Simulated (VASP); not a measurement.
# EuSe2 in VASP: single point with PBEsol

Aim: the single point of EuSe2 with PBEsol.

Everything below comes from runs of VASP 6.6.1. Logs are shortened: lines on timing, memory, paths and dates and some standing lists are left out, and cuts for length are marked.

### Step 1. The cell of the first run

The typed cell holds 3 atoms: a = 4.847 Å, b = 4.847 Å, c = 4.847 Å, α = 60.00°, β = 60.00°, γ = 60.00°.

### Step 2. Single point, PBEsol, collinear spin, ferromagnetic start

POSCAR reads:

```
EuSe2
1.0
    2.4235788291      1.3992538894      3.9572776363
   -2.4235788291      1.3992538894      3.9572776363
    0.0000000000     -2.7985077788      3.9572776363
Eu Se
1 2
Direct
    0.0000000000      0.0000000000      0.0000000000
    0.2499832068      0.2499832068      0.2499832068
    0.7500167932      0.7500167932      0.7500167932
```

INCAR.step1 reads:

```
SYSTEM = EuSe2
ALGO = Normal ; EDIFF = 1E-6
ENCUT = 520 ; GGA = PS
ISIF = 2 ; ISMEAR = 0
ISPIN = 2 ; LASPH = .TRUE.
LCHARG = .TRUE. ; LMAXMIX = 6
LREAL = .FALSE. ; LWAVE = .FALSE.
MAGMOM = 7.06 0 0 ; NBANDS = 26
NELM = 150 ; PREC = Accurate
SIGMA = 0.05
```

KPOINTS.step1 reads:

```
k-points
0
G
  8 8 8
  0 0 0
```

INCAR.step2 reads:

```
SYSTEM = EuSe2
ALGO = Normal ; EDIFF = 1E-6
ENCUT = 520 ; GGA = PS
ICHARG = 11 ; ISIF = 2
ISMEAR = -5 ; ISPIN = 2
LASPH = .TRUE. ; LCHARG = .FALSE.
LMAXMIX = 6 ; LORBIT = 11
LREAL = .FALSE. ; LWAVE = .FALSE.
MAGMOM = 7.06 0 0 ; NEDOS = 2001
NELM = 150 ; PREC = Accurate
SIGMA = 0.05
```

KPOINTS.step2 reads:

```
k-points
0
G
  12 12 12
  0 0 0
```

Potentials or basis: VASP PAW PBE potentials, release 64 (Eu, Se).

Started as:

```
cat potpaw_PBE.64/Eu/POTCAR potpaw_PBE.64/Se/POTCAR > POTCAR
cp INCAR.step1 INCAR
cp KPOINTS.step1 KPOINTS
mpirun -np 1 vasp_std > vasp.out
cp INCAR.step2 INCAR
cp KPOINTS.step2 KPOINTS
mpirun -np 1 vasp_std > vasp.out
```

OUTCAR:

```text
SYSTEM = EuSe2
   EDIFF = 1E-6
   ENCUT = 520
   GGA = PS
   ICHARG = 11
   ISIF = 2
   ISMEAR = -5
   ISPIN = 2
   LASPH = .TRUE.
   LORBIT = 11
   LREAL = .FALSE.
   NELM = 150
   PREC = Accurate

 ion  position               nearest neighbor table
   1  0.000  0.000  0.000-   2 2.97   3 2.97   3 2.97   3 2.97   2 2.97   2 2.97   3 2.97   2 2.97

   2  0.250  0.250  0.250-   1 2.97   1 2.97   1 2.97   1 2.97
   3  0.750  0.750  0.750-   1 2.97   1 2.97   1 2.97   1 2.97

  LATTYP: Found a trigonal (rhomboedric) cell.
 ALAT       =     4.8468228850
 COS(alpha) =     0.4999309270

  Lattice vectors:

 A1 = (   2.4235788291,   1.3992538894,   3.9572776363)
 A2 = (  -2.4235788291,   1.3992538894,   3.9572776363)
 A3 = (   0.0000000000,  -2.7985077788,   3.9572776363)

Analysis of symmetry for initial positions (statically):
=====================================================================
 Subroutine PRICEL returns:
 Original cell was already a primitive cell.

 Routine SETGRP: Setting up the symmetry group for a
 trigonal (rhombohedral) supercell.

 Subroutine GETGRP returns: Found 12 space group operations
 (whereof 12 operations were pure point group operations)
 out of a pool of 12 trial point group operations.

The static configuration has the point symmetry D_3d.

Analysis of symmetry for dynamics (positions and initial velocities):
=====================================================================
 Subroutine PRICEL returns:
 Original cell was already a primitive cell.

 Routine SETGRP: Setting up the symmetry group for a
 trigonal (rhombohedral) supercell.

 Subroutine GETGRP returns: Found 12 space group operations
 (whereof 12 operations were pure point group operations)
 out of a pool of 12 trial point group operations.

The dynamic configuration has the point symmetry D_3d.

Analysis of structural, dynamic, and magnetic symmetry:
=====================================================================
 Subroutine PRICEL returns:
 Original cell was already a primitive cell.

 Routine SETGRP: Setting up the symmetry group for a
 trigonal (rhombohedral) supercell.

 Subroutine GETGRP returns: Found 12 space group operations
 (whereof 12 operations were pure point group operations)
 out of a pool of 12 trial point group operations.

The overall configuration has the point symmetry D_3d.

 Subroutine INISYM returns: Found 12 space group operations
 (whereof 12 operations are pure point group operations),
 and found     1 'primitive' translations

----------------------------------------------------------------------------------------

                                     Primitive cell

  volume of cell :      80.5196

  direct lattice vectors                    reciprocal lattice vectors
     2.423578829  1.399253889  3.957277636     0.206306473  0.119111098  0.084232991
    -2.423578829  1.399253889  3.957277636    -0.206306473  0.119111098  0.084232991
     0.000000000 -2.798507779  3.957277636     0.000000000 -0.238222195  0.084232991

  length of vectors
     4.846822885  4.846822885  4.846822885     0.252675704  0.252675704  0.252675704

  position of ions in fractional coordinates (direct lattice)
     0.000000000  0.000000000  0.000000000
     0.249983207  0.249983207  0.249983207
     0.750016793  0.750016793  0.750016793

  ion indices of the primitive-cell ions
   primitive index   ion index
                 1           1
                 2           2
                 3           3

----------------------------------------------------------------------------------------

 KPOINTS: k-points

Automatic generation of k-mesh.
 Grid dimensions read from file:
 generate k-points for:   12   12   12

 Generating k-lattice:

  Cartesian coordinates                     Fractional coordinates (reciprocal lattice)
     0.017192206  0.009925925  0.007019416     0.083333333  0.000000000  0.000000000
    -0.017192206  0.009925925  0.007019416     0.000000000  0.083333333  0.000000000
     0.000000000 -0.019851850  0.007019416     0.000000000  0.000000000  0.083333333

  Length of vectors
     0.021056309  0.021056309  0.021056309

  Shift w.r.t. Gamma in fractional coordinates (k-lattice)
     0.000000000  0.000000000  0.000000000

 TETIRR: Found    864 inequivalent tetrahedra from    10368

 Subroutine IBZKPT returns following result:
 ===========================================

 Found    189 irreducible k-points:

 Following reciprocal coordinates:
            Coordinates               Weight
  0.000000  0.000000  0.000000      1.000000
  0.083333 -0.000000  0.000000      6.000000
  0.166667  0.000000  0.000000      6.000000
  0.250000  0.000000  0.000000      6.000000
  0.333333  0.000000  0.000000      6.000000
  0.416667  0.000000  0.000000      6.000000
[... 16 lines left out ...]
  0.500000  0.166667  0.000000     12.000000
 -0.416667  0.166667 -0.000000     12.000000
 [... further k-points ...]
   k-points           NKPTS =    189   k-points in BZ     NKDIM =    189   number of bands    NBANDS=     22
   number of dos      NEDOS =   2001   number of ions     NIONS =      3
   total plane-waves  NPLWV =  46656
   dimension x,y,z NGX =    36 NGY =   36 NGZ =   36
   dimension x,y,z NGXF=    72 NGYF=   72 NGZF=   72
   ions per type =               1   2
   NGX,Y,Z   is equivalent  to a cutoff of  12.35, 12.35, 12.35 a.u.
   NGXF,Y,Z  is equivalent  to a cutoff of  24.70, 24.70, 24.70 a.u.
 SYSTEM =  EuSe2
   PREC   = accura    normal or accurate (medium, high low for compatibility)
   ISTART =      0    job   : 0-new  1-cont  2-samecut
   ICHARG =     11    charge: 1-file 2-atom 10-const
   ISPIN  =      2    spin polarized calculation?
   LNONCOLLINEAR =      F non collinear calculations
   LSORBIT =      F    spin-orbit coupling
   LASPH  =      T    aspherical Exc in radial PAW
   ENCUT  =  520.0 eV  38.22 Ry    6.18 a.u.   9.01  9.01  9.01*2*pi/ulx,y,z
   NELM   =    150;   NELMIN=  2; NELMDL=  0     # of ELM steps
   EDIFF  = 0.1E-05   stopping-criterion for ELM
   LREAL  =      F    real-space projection
   EDIFFG = 0.1E-04   stopping-criterion for IOM
   NSW    =      0    number of steps for IOM
   IBRION =     -1    ionic relax: 0-MD 1-quasi-New 2-CG
   NFREE  =      0    steps in history (QN), initial steepest desc. (CG)
   ISIF   =      2    stress and relaxation
   ISYM   =      2    0-nonsym 1-usesym 2-fastsym
   POTIM  = 0.5000    time-step for ionic-motion
   TEBEG  =    0.0;   TEEND  =   0.0 temperature during run
   PSTRESS=    0.0 pullay stress
   NELECT =      29.0000    total number of electrons
   NUPDOWN=      -1.0000    fix difference up-down
   EMIN   =  10.00;   EMAX   =-10.00  energy-range for DOS
   EFERMI =   0.00;   METHOD = LEGACY
   ISMEAR =    -5;   SIGMA  =   0.05  broadening in eV -4-tet -1-fermi 0-gaus
   EFERMI_NEDOS =   21; number of points for ismear=-14 and -15
   IALGO  =     38    algorithm
   IMIX   =      4    mixing-type and parameters
     AMIX     =   0.40;   BMIX     =  1.00
     AMIX_MAG =   1.60;   BMIX_MAG =  1.00
  volume/ion in A,a.u.               =      26.84       181.12
  Fermi-wavevector in a.u.,A,eV,Ry     =   1.164770  2.201097 18.458891  1.356690
  Thomas-Fermi vector in A             =   2.301304
   LORBIT       =     11    0 simple, 1 ext, 2 COOP (PROOUT), +10 PAW based schemes
   GGA     = PS    functional components
   LHFCALC =     F    Hartree Fock is set to
   AEXX    =    0.0000 exact exchange contribution
   IVDW    =     0    specifies the selected vdW correction
   LEPSILON=     F    determine dielectric tensor
   LRPA    =     F    only Hartree local field effects (RPA)
 spin polarized calculation
 Fermi weights with tetrahedron method with Bloechl corrections
  energy-cutoff  :      520.00
  volume of cell :       80.52
 maximum number of plane-waves:      2200

 number of electron      29.0000000 magnetization       6.2747880

 Free energy of the ion-electron system (eV)
  ---------------------------------------------------
  ext. energy  EPLUGINS =         0.00000000
  ---------------------------------------------------
  free energy    TOTEN  =       -22.86456086 eV

  energy without entropy =      -22.86456086  energy(sigma->0) =      -22.86456086

 E-fermi :   2.3604     XC(G=0):  -9.7018

 val. band max:        2.4125678631   @ k =  -0.2500  -0.2500   0.0833
 cond. band min:       2.3241067341   @ k =   0.3333   0.3333   0.3333
 fundamental gap:     -0.0884611290
 Fermi energy:         2.3603958897

 spin component 1

 k-point     1 :       0.0000    0.0000    0.0000
  band No.  band energies     occupation
      1     -38.4990      1.00000
      2     -17.1344      1.00000
      3     -17.1342      1.00000
      4     -17.1342      1.00000
      5     -10.4855      1.00000
      6      -8.4307      1.00000
[... 574 lines left out ...]
      6      -9.1859      1.00000
[... 14 lines left out ...]
     21       6.1400      0.00000
     22       7.2563      0.00000

 [... further k-points ...]

 spin component 2

 k-point     1 :       0.0000    0.0000    0.0000
  band No.  band energies     occupation
      1     -35.6001      1.00000
      2     -15.0555      1.00000
      3     -15.0553      1.00000
      4     -15.0553      1.00000
      5     -10.5414      1.00000
      6      -8.5339      1.00000
[... 574 lines left out ...]
      6      -9.1603      1.00000
[... 14 lines left out ...]
     21       6.9321      0.00000
     22       7.9843      0.00000

 [... further k-points ...]

------------------------ aborting loop because EDIFF is reached ----------------------------------------

  FORCE on cell =-STRESS in cart. coord.  units (eV):
  Direction    XX          YY          ZZ          XY          YZ          ZX
  --------------------------------------------------------------------------------------
  -------------------------------------------------------------------------------------
  Total        0.1166389      0.1166389      0.1147905      0.0000000     -0.0000000      0.0000000
  in kB        2.3208802      2.3208802      2.2840998      0.0000000     -0.0000000      0.0000000
  external PRESSURE =       2.3086201 kB  Pullay stress =       0.0000000 kB

 VOLUME and BASIS-vectors are now :
 -----------------------------------------------------------------------------
  energy-cutoff  :      520.00
  volume of cell :       80.52
      direct lattice vectors                 reciprocal lattice vectors
     2.423578829  1.399253889  3.957277636     0.206306473  0.119111098  0.084232991
    -2.423578829  1.399253889  3.957277636    -0.206306473  0.119111098  0.084232991
     0.000000000 -2.798507779  3.957277636     0.000000000 -0.238222195  0.084232991

 POSITION                                       TOTAL-FORCE (eV/Angst)
 -----------------------------------------------------------------------------------
      0.00000      0.00000      0.00000         0.000000      0.000000      0.000000
      0.00000      0.00000      2.96776        -0.000000     -0.000000      0.000365
      0.00000      0.00000      8.90407        -0.000000     -0.000000     -0.000365
 -----------------------------------------------------------------------------------
    total drift:                               -0.000000      0.000000     -0.000000

  FREE ENERGIE OF THE ION-ELECTRON SYSTEM (eV)
  ---------------------------------------------------
  free  energy   TOTEN  =       -22.8645608564 eV

  energy  without entropy=      -22.8645608564  energy(sigma->0) =      -22.86456086

 total charge

# of ion       s       p       d       f       tot
--------------------------------------------------
    1        2.039   5.709   0.453   6.420  14.620
    2        1.472   2.316   0.019   0.000   3.807
    3        1.472   2.316   0.019   0.000   3.807
--------------------------------------------------
tot          4.984  10.341   0.491   6.420  22.235

 magnetization (x)

# of ion       s       p       d       f       tot
--------------------------------------------------
    1       -0.008  -0.097   0.065   6.342   6.302
    2       -0.006  -0.075   0.002   0.000  -0.080
    3       -0.006  -0.075   0.002   0.000  -0.080
--------------------------------------------------
tot         -0.019  -0.248   0.068   6.342   6.143
```

It took 8.6 min on 1 thread of Intel Xeon 6975P-C (Granite Rapids), shared host; peak memory 0.68 GiB.

Results:

- Net moment: 6.27 μB per cell
- Site moments: Eu +6.30; Se -0.08 μB
- Valence electrons inside the program's atomic spheres: Eu 14.62; Se 3.81

Caveat: the PAW data sets were made with another functional, which shifts forces and pressure a little; spin-orbit coupling is left out, which moves the levels of the heavy elements; a cell with one magnetic atom can't hold antiferromagnetic order, which such compounds often take; semilocal functionals describe open f shells poorly, which spoils levels, moments and volumes; tetrahedron occupations give inexact forces and stress in metals.
